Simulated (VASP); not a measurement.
A run of VASP 6.6.1 is set up as follows.

INCAR

```
SYSTEM = Cd3TePb4
PREC = Accurate
ENCUT = 600
EDIFF = 1E-7
ISMEAR = 0
SIGMA = 0.1
LREAL = .False.
LASPH = .True.
NELM = 100
ALGO = Fast
ISIF = 3
LWAVE = .False.
LCHARG = .False.
GGA = PE
IBRION = 2
NSW = 80
EDIFFG = -0.001
```

Contents of KPOINTS:

```
Automatic mesh
0
Gamma
  6 6 6
  0 0 0
```

The input POSCAR:

```
Cd3TePb4
1.0
   -3.8890764704      3.8890764704      3.8890764704
    3.8890764704     -3.8890764704      3.8890764704
    3.8890764704      3.8890764704     -3.8890764704
Cd Te Pb
3 1 4
Direct
    0.0000000000      0.5000000000      0.5000000000
    0.5000000000      0.0000000000      0.5000000000
    0.5000000000      0.5000000000      0.0000000000
    0.0000000000      0.0000000000      0.0000000000
    0.5000000000      0.5000000000      0.5000000000
    0.0000000000      0.0000000000      0.5000000000
    0.0000000000      0.5000000000      0.0000000000
    0.5000000000      0.0000000000      0.0000000000
```

Potentials or basis: VASP PAW PBE potentials, release 64 (Cd, Te, Pb_d).

The run is started by

```bash
$ cat potpaw_PBE.64/Cd/POTCAR potpaw_PBE.64/Te/POTCAR potpaw_PBE.64/Pb_d/POTCAR > POTCAR
$ mpirun -np 1 vasp_std > vasp.out
```

Task: What does it give for the band gap on the k mesh?

Result: Zero (bands 49 and 50 overlap by 0.28 eV).

Task: What does it give for the relaxed cell?

Result: a = 6.737 Å, b = 6.737 Å, c = 6.737 Å, α = 109.47°, β = 109.47°, γ = 109.47°.

Task: Predict the space group after relaxing (to 0.1 Å).

Result: Im-3m (No. 229).

Final structure:
```
Cd Te Pb
1.0
    -3.88956    3.88956    3.88956
     3.88956   -3.88956    3.88956
     3.88956    3.88956   -3.88956
Cd Te Pb
3 1 4
Cartesian
  3.8896 0.0000 0.0000
  0.0000 3.8896 0.0000
  3.8896 3.8896 0.0000
  3.8896 3.8896 3.8896
  1.9448 1.9448 1.9448
  1.9448 1.9448 5.8343
  1.9448 -1.9448 1.9448
  -1.9448 1.9448 1.9448
```

Caveat: semilocal functionals underestimate gaps, so a narrow gap can read as zero; spin-orbit coupling is left out, which moves the levels of the heavy elements.
